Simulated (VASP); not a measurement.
Crystal: LiH (rocksalt type).

```
CELL_PARAMETERS angstrom
0.00000 2.23228 2.23228
2.23228 0.00000 2.23228
2.23228 2.23228 0.00000
ATOMIC_POSITIONS crystal
Li 0.00000 0.00000 0.00000
H 0.50000 0.50000 0.50000
```

* Program: VASP 6.6.1
* Task: relaxation of cell and atoms
* Functional: PBE
* Potentials or basis: VASP PAW PBE potentials, release 64 (Li_sv, H)
* Cutoff: 600 eV
* k mesh: 14 × 14 × 14
* Occupations: fermi-dirac, width 0.08 eV
* Spin: no spin polarisation

At the start: pressure -7.0 GPa; volume 11.12 Å³/atom.

How do energy, volume and symmetry change on relaxing?

Over 6 steps the energy falls by 86.5 meV/atom and the volume is 7.99 Å³/atom (-28.1 %); space group Fm-3m (No. 225, to 0.05 Å).

Step by step:
| step | energy change (eV) | largest force (eV/Å) | pressure (GPa) | volume (Å³) |
| --- | --- | --- | --- | --- |
| 1 | 0.0000 | 0.0000 | -6.98 | 22.25 |
| 2 | -0.0629 | 0.0000 | -6.19 | 20.72 |
| 3 | -0.1531 | 0.0000 | -3.30 | 17.79 |
| 4 | -0.0702 | 0.0000 | 12.10 | 12.79 |
| 5 | -0.1724 | 0.0000 | -0.70 | 16.31 |
| 6 | -0.1731 | 0.0000 | 0.02 | 15.99 |

Final structure:
```
Li H
1.0
     0.00000    1.99938    1.99938
     1.99938    0.00000    1.99938
     1.99938    1.99938    0.00000
Li H
1 1
Direct
  0.00000 0.00000 0.00000
  0.50000 0.50000 0.50000
```

Caveat: the cutoff is under 1.25 times the usual one of these potentials, so pressure, stress and relaxed cells hold a basis-set (Pulay) error; the volume moved by over 15 % at a fixed basis, so the end points are rough.
